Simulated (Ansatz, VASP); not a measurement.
Sn3GeCl in VASP and in Ansatz

```xyz
5
Lattice="5.4024 0.0000 0.0000 0.0000 5.4024 0.0000 0.0000 0.0000 5.4024" Properties=species:S:1:pos:R:3 pbc="T T T"
Sn    0.0000    2.7012    2.7012
Sn    2.7012    0.0000    2.7012
Sn    2.7012    2.7012    0.0000
Ge    0.0000    0.0000    0.0000
Cl    2.7012    2.7012    2.7012
```

Change from the starting cell: species swapped into the KCoF3 type (Pm-3m, No. 221).

Alike in both runs: functional PBE; k mesh 4 × 4 × 4; occupations gaussian, width 0.1 eV; no spin polarisation.

Ansatz relaxed the structure, and its values are those at the end. VASP's run is a single point on that final structure, the one shown.

```csv
,VASP,Ansatz
version,VASP 6.6.1,Ansatz 0.2.0
potentials or method,"VASP PAW PBE potentials, release 64 (Sn_d, Ge_d, Cl), cutoff 520 eV","scalar-relativistic, plane waves, PAW"
valence electrons in the cell,63,63
```

|  | VASP | Ansatz | Ansatz less VASP |
| --- | --- | --- | --- |
| gap on the k mesh at the Fermi level (eV) | none | none | - |
| pressure (GPa) | 0.0 | 0.1 | +0.05 |

A gap of «none» marks a metal or a gap that the smearing closes.
